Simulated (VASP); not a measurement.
# Li (P6/mmm) in VASP: single point with PBEsol

Aim: the single point of Li with PBEsol.

Program: VASP 6.6.1. These are calculated values, not measurements. Logs are shortened: lines on timing, memory, paths and dates and some standing lists are left out, and cuts for length are marked.

### 1 The cell of the first run

It takes space group P6/mmm (No. 191, hexagonal). Conventional cell: a = 4.440 Å, b = 4.440 Å, c = 2.921 Å, α = 90.00°, β = 90.00°, γ = 120.00°. Li (site symmetry 6/mmm) has 2 Li at 2.92 Å within 3.8 Å.

This isn't the form of Li at room conditions, which is bcc.

### 2 Single point, PBEsol

INCAR reads:

```
PREC = Accurate
ENCUT = 520
EDIFF = 1E-6
ISMEAR = -1
SIGMA = 0.15
LREAL = False
LASPH = True
NELM = 60
ALGO = Normal
ISIF = 2
LWAVE = False
LCHARG = True
GGA = PS
LELF = True
LVHAR = True
NBANDS = 8
```

KPOINTS reads:

```
regular mesh
0
Gamma
  8 8 10
```

POSCAR reads:

```
Li
1.0
    4.4398300000      0.0000000000      0.0000000000
   -2.2199200000      3.8450100000      0.0000000000
    0.0000000000      0.0000000000      2.9206000000
Li
1
Direct
    0.0000000000      0.0000000000      0.0000000000
```

Potentials or basis: VASP PAW PBE potentials, release 64 (Li_sv).

Launch:

```
$ cat potpaw_PBE.64/Li_sv/POTCAR > POTCAR
$ mpirun -np 1 vasp_std > vasp.out
```

OUTCAR:

```text
PREC = Accurate
   ENCUT = 520
   EDIFF = 1E-6
   ISMEAR = -1
   LREAL = False
   LASPH = True
   NELM = 60
   ISIF = 2
   GGA = PS

 ion  position               nearest neighbor table
   1  0.000  0.000  0.000-

  LATTYP: Found a hexagonal cell.
 ALAT       =     4.4398300000
 C/A-ratio  =     0.6578179795

  Lattice vectors:

 A1 = (   4.4398300000,   0.0000000000,   0.0000000000)
 A2 = (  -2.2199200000,   3.8450100000,   0.0000000000)
 A3 = (   0.0000000000,   0.0000000000,   2.9206000000)

Analysis of symmetry for initial positions (statically):
=====================================================================
 Subroutine PRICEL returns:
 Original cell was already a primitive cell.

 Routine SETGRP: Setting up the symmetry group for a
 hexagonal supercell.

 Subroutine GETGRP returns: Found 24 space group operations
 (whereof 24 operations were pure point group operations)
 out of a pool of 24 trial point group operations.

The static configuration has the point symmetry D_6h.

Analysis of symmetry for dynamics (positions and initial velocities):
=====================================================================
 Subroutine PRICEL returns:
 Original cell was already a primitive cell.

 Routine SETGRP: Setting up the symmetry group for a
 hexagonal supercell.

 Subroutine GETGRP returns: Found 24 space group operations
 (whereof 24 operations were pure point group operations)
 out of a pool of 24 trial point group operations.

The dynamic configuration has the point symmetry D_6h.

 Subroutine INISYM returns: Found 24 space group operations
 (whereof 24 operations are pure point group operations),
 and found     1 'primitive' translations

----------------------------------------------------------------------------------------

                                     Primitive cell

  volume of cell :      49.8581

  direct lattice vectors                    reciprocal lattice vectors
     4.439830000  0.000000000  0.000000000     0.225233849  0.130038966  0.000000000
    -2.219920000  3.845010000  0.000000000     0.000000000  0.260077347  0.000000000
     0.000000000  0.000000000  2.920600000     0.000000000  0.000000000  0.342395398

  length of vectors
     4.439830000  4.439836338  2.920600000     0.260077718  0.260077347  0.342395398

  position of ions in fractional coordinates (direct lattice)
     0.000000000  0.000000000  0.000000000

  ion indices of the primitive-cell ions
   primitive index   ion index
                 1           1

----------------------------------------------------------------------------------------

 KPOINTS: regular mesh

Automatic generation of k-mesh.
 Grid dimensions read from file:
 generate k-points for:    8    8   10

 Generating k-lattice:

  Cartesian coordinates                     Fractional coordinates (reciprocal lattice)
     0.028154231  0.016254871  0.000000000     0.125000000  0.000000000  0.000000000
     0.000000000  0.032509668  0.000000000     0.000000000  0.125000000  0.000000000
     0.000000000  0.000000000  0.034239540     0.000000000  0.000000000  0.100000000

  Length of vectors
     0.032509715  0.032509668  0.034239540

  Shift w.r.t. Gamma in fractional coordinates (k-lattice)
     0.000000000  0.000000000  0.000000000

 Subroutine IBZKPT returns following result:
 ===========================================

 Found     60 irreducible k-points:

 Following reciprocal coordinates:
            Coordinates               Weight
  0.000000  0.000000  0.000000      1.000000
  0.125000  0.000000  0.000000      6.000000
  0.250000  0.000000  0.000000      6.000000
  0.375000 -0.000000  0.000000      6.000000
  0.500000  0.000000  0.000000      3.000000
  0.125000  0.125000  0.000000      6.000000
[... 16 lines left out ...]
  0.250000  0.000000  0.200000     12.000000
  0.375000 -0.000000  0.200000     12.000000
 [... further k-points ...]
   k-points           NKPTS =     60   k-points in BZ     NKDIM =     60   number of bands    NBANDS=      8
   number of dos      NEDOS =    301   number of ions     NIONS =      1
   total plane-waves  NPLWV =  31104
   dimension x,y,z NGX =    36 NGY =   36 NGZ =   24
   dimension x,y,z NGXF=    72 NGYF=   72 NGZF=   48
   ions per type =               1
   NGX,Y,Z   is equivalent  to a cutoff of  13.48, 13.48, 13.66 a.u.
   NGXF,Y,Z  is equivalent  to a cutoff of  26.96, 26.96, 27.32 a.u.
 SYSTEM =  unknown system
   PREC   = accura    normal or accurate (medium, high low for compatibility)
   ISTART =      0    job   : 0-new  1-cont  2-samecut
   ICHARG =      2    charge: 1-file 2-atom 10-const
   ISPIN  =      1    spin polarized calculation?
   LNONCOLLINEAR =      F non collinear calculations
   LSORBIT =      F    spin-orbit coupling
   LASPH  =      T    aspherical Exc in radial PAW
   ENCUT  =  520.0 eV  38.22 Ry    6.18 a.u.   8.26  8.26  5.43*2*pi/ulx,y,z
   NELM   =     60;   NELMIN=  2; NELMDL= -5     # of ELM steps
   EDIFF  = 0.1E-05   stopping-criterion for ELM
   LREAL  =      F    real-space projection
   EDIFFG = 0.1E-04   stopping-criterion for IOM
   NSW    =      0    number of steps for IOM
   IBRION =     -1    ionic relax: 0-MD 1-quasi-New 2-CG
   NFREE  =      0    steps in history (QN), initial steepest desc. (CG)
   ISIF   =      2    stress and relaxation
   ISYM   =      2    0-nonsym 1-usesym 2-fastsym
   POTIM  = 0.5000    time-step for ionic-motion
   TEBEG  =    0.0;   TEEND  =   0.0 temperature during run
   PSTRESS=    0.0 pullay stress
   NELECT =       3.0000    total number of electrons
   NUPDOWN=      -1.0000    fix difference up-down
   EMIN   =  10.00;   EMAX   =-10.00  energy-range for DOS
   EFERMI =   0.00;   METHOD = LEGACY
   ISMEAR =    -1;   SIGMA  =   0.15  broadening in eV -4-tet -1-fermi 0-gaus
   EFERMI_NEDOS =   21; number of points for ismear=-14 and -15
   IALGO  =     38    algorithm
   IMIX   =      4    mixing-type and parameters
     AMIX     =   0.40;   BMIX     =  1.00
     AMIX_MAG =   1.60;   BMIX_MAG =  1.00
  volume/ion in A,a.u.               =      49.86       336.46
  Fermi-wavevector in a.u.,A,eV,Ry     =   0.641510  1.212278  5.599271  0.411535
  Thomas-Fermi vector in A             =   1.707873
   LORBIT       =      0    0 simple, 1 ext, 2 COOP (PROOUT), +10 PAW based schemes
   GGA     = PS    functional components
   LHFCALC =     F    Hartree Fock is set to
   AEXX    =    0.0000 exact exchange contribution
   IVDW    =     0    specifies the selected vdW correction
   LEPSILON=     F    determine dielectric tensor
   LRPA    =     F    only Hartree local field effects (RPA)
 non-spin polarized calculation
  energy-cutoff  :      520.00
  volume of cell :       49.86
 maximum number of plane-waves:      1362
 NGX is ok and might be reduce to    36
   NGX = 17   NGY = 17   NGZ = 11

 number of electron       3.0000000 magnetization

 Free energy of the ion-electron system (eV)
  ---------------------------------------------------
  ext. energy  EPLUGINS =         0.00000000
  ---------------------------------------------------
  free energy    TOTEN  =        -1.32262954 eV

  energy without entropy =       -1.27242005  energy(sigma->0) =       -1.29752480

 E-fermi :  -1.1747     XC(G=0):  -5.1318

 val. band max:       -1.2036444440   @ k =   0.2500   0.1250   0.3000
 cond. band min:      -1.1637344740   @ k =   0.5000   0.0000   0.0000
 fundamental gap:      0.0399099700
 Fermi energy:        -1.1746957501

 k-point     1 :       0.0000    0.0000    0.0000
  band No.  band energies     occupation
      1     -48.8138      2.00000
      2      -3.4625      2.00000
      3       3.7353      0.00000
      4       3.7353      0.00000
      5       6.7535      0.00000
      6       6.7535      0.00000
      7       6.9004      0.00000
      8       7.5270      0.00000

 k-point     2 :       0.1250    0.0000    0.0000
  band No.  band energies     occupation
      1     -48.8138      2.00000
      2      -3.3224      2.00000
      3       2.9357      0.00000
      4       3.4261      0.00000
      5       5.7339      0.00000
      6       7.3711      0.00000
      7       7.5190      0.00000
      8       9.2837      0.00000

 k-point     3 :       0.2500    0.0000    0.0000
  band No.  band energies     occupation
      1     -48.8137      2.00000
      2      -2.9024      1.99998
      3       1.4538      0.00000
      4       2.9063      0.00000
      5       4.9674      0.00000
      6       8.7871      0.00000
      7       8.8134      0.00000
      8      10.6777      0.00000

 k-point     4 :       0.3750   -0.0000    0.0000
  band No.  band energies     occupation
      1     -48.8137      2.00000
      2      -2.2042      1.99791
      3       0.0073      0.00076
      4       2.5315      0.00000
      5       4.5473      0.00000
      6      10.2406      0.00000
      7      10.7111      0.00000
      8      10.9121      0.00000

 k-point     5 :       0.5000    0.0000    0.0000
  band No.  band energies     occupation
      1     -48.8137      2.00000
      2      -1.2936      1.37677
      3      -1.1637      0.96348
      4       2.4000      0.00000
      5       4.4115      0.00000
      6      11.0212      0.00000
      7      11.1547      0.00000
      8      12.6209      0.00000

 k-point     6 :       0.1250    0.1250    0.0000
  band No.  band energies     occupation
      1     -48.8137      2.00000
      2      -3.0423      1.99999
      3       2.1288      0.00000
      4       2.5398      0.00000
      5       5.8010      0.00000
      6       7.1937      0.00000
      7       9.2405      0.00000
      8      10.6151      0.00000

 k-point     7 :       0.2500    0.1250    0.0000
  band No.  band energies     occupation
      1     -48.8137      2.00000
      2      -2.4829      1.99967
      3       0.7986      0.00000
      4       1.8562      0.00000
      5       5.6829      0.00000
      6       8.2476      0.00000
      7      10.8382      0.00000
      8      11.0151      0.00000

 k-point     8 :       0.3750    0.1250    0.0000
  band No.  band energies     occupation
      1     -48.8137      2.00000
      2      -1.6477      1.91808
      3      -0.5373      0.02815
      4       1.5713      0.00000
      5       5.4898      0.00000
      6       9.8624      0.00000
      7      11.0177      0.00000
      8      11.9935      0.00000

 k-point     9 :       0.2500    0.2500    0.0000
  band No.  band energies     occupation
      1     -48.8137      2.00000
      2      -1.7850      1.96637
      3       0.3236      0.00009
      4       0.5073      0.00003
      5       6.9166      0.00000
      6       8.2136      0.00000
      7      11.0142      0.00000
      8      11.8806      0.00000

 k-point    10 :       0.3750    0.2500    0.0000
  band No.  band energies     occupation
      1     -48.8137      2.00000
      2      -0.8371      0.19061
      3      -0.7913      0.14406
      4       0.2793      0.00012
      5       7.2183      0.00000
      6       9.0591      0.00000
      7      10.6840      0.00000
      8      11.0926      0.00000
[... 78 lines left out ...]
 k-point    18 :       0.3750    0.1250    0.1000
  band No.  band energies     occupation
      1     -48.8128      2.00000
      2      -1.4994      1.79410
      3      -0.3950      0.01100
      4       1.7271      0.00000
      5       5.6017      0.00000
      6       9.5293      0.00000
      7      10.3378      0.00000
      8      12.1831      0.00000

 k-point    19 :       0.2500    0.2500    0.1000
  band No.  band energies     occupation
      1     -48.8128      2.00000
      2      -1.6376      1.91262
      3       0.4457      0.00004
      4       0.6805      0.00001
      5       7.0808      0.00000
      6       8.1205      0.00000
      7      10.0824      0.00000
      8      12.1087      0.00000

 k-point    20 :       0.3750    0.2500    0.1000
  band No.  band energies     occupation
      1     -48.8128      2.00000
      2      -0.6747      0.06890
      3      -0.6632      0.06399
      4       0.4312      0.00004
      5       7.3410      0.00000
      6       9.2021      0.00000
      7       9.5569      0.00000
      8      11.6284      0.00000

 k-point    21 :       0.0000    0.0000    0.2000
  band No.  band energies     occupation
      1     -48.8104      2.00000
      2      -2.8768      1.99998
      3       4.3907      0.00000
      4       4.3908      0.00000
      5       5.3361      0.00000
      6       7.4568      0.00000
      7       7.4569      0.00000
      8       8.2319      0.00000

 k-point    22 :       0.1250    0.0000    0.2000
  band No.  band energies     occupation
      1     -48.8104      2.00000
      2      -2.7369      1.99994
      3       3.4531      0.00000
      4       4.0882      0.00000
      5       5.7084      0.00000
      6       6.6644      0.00000
      7       8.0645      0.00000
      8       9.0150      0.00000

 k-point    23 :       0.2500    0.0000    0.2000
  band No.  band energies     occupation
      1     -48.8103      2.00000
      2      -2.3177      1.99902
      3       1.9884      0.00000
      4       3.5755      0.00000
      5       5.2622      0.00000
      6       7.1440      0.00000
      7       9.4856      0.00000
      8       9.5232      0.00000

 k-point    24 :       0.3750   -0.0000    0.2000
  band No.  band energies     occupation
      1     -48.8103      2.00000
      2      -1.6217      1.90333
      3       0.5684      0.00002
      4       3.2042      0.00000
      5       4.8739      0.00000
      6       7.8570      0.00000
      7       9.8851      0.00000
      8      11.3222      0.00000

 [... further k-points ...]
[... 5 lines left out ...]
  --------------------------------------------------------------------------------------
  -------------------------------------------------------------------------------------
  Total       -1.0114512     -1.0114535      0.3479226      0.0000013     -0.0000000      0.0000000
  in kB      -32.5027139    -32.5027888     11.1803997      0.0000423     -0.0000000      0.0000000
  external PRESSURE =     -17.9417010 kB  Pullay stress =       0.0000000 kB

 VOLUME and BASIS-vectors are now :
 -----------------------------------------------------------------------------
  energy-cutoff  :      520.00
  volume of cell :       49.86
      direct lattice vectors                 reciprocal lattice vectors
     4.439830000  0.000000000  0.000000000     0.225233849  0.130038966  0.000000000
    -2.219920000  3.845010000  0.000000000     0.000000000  0.260077347  0.000000000
     0.000000000  0.000000000  2.920600000     0.000000000  0.000000000  0.342395398

 POSITION                                       TOTAL-FORCE (eV/Angst)
 -----------------------------------------------------------------------------------
      0.00000      0.00000      0.00000         0.000000      0.000000      0.000000
 -----------------------------------------------------------------------------------
    total drift:                                0.000000     -0.000000     -0.000000

  FREE ENERGIE OF THE ION-ELECTRON SYSTEM (eV)
  ---------------------------------------------------
  free  energy   TOTEN  =        -1.3226295448 eV

  energy  without entropy=       -1.2724200496  energy(sigma->0) =       -1.29752480
```

It took 21 s on 1 thread of Intel Xeon Platinum 8175M at 2.50GHz (Skylake/Cascade Lake), shared host; peak memory 0.17 GiB.

What came out:

| Property | Result |
| --- | --- |
| Free energy | -1.3226 eV |
| Band gap on the k mesh | zero (an odd number of electrons rules out a gap without spin polarisation) |

Caveat: the cutoff is under 1.25 times the usual one of these potentials, so pressure, stress and relaxed cells hold a basis-set (Pulay) error; the PAW data sets were made with another functional, which shifts forces and pressure a little.

The gap in the log of VASP goes by the Fermi energy; the results here count the filled bands.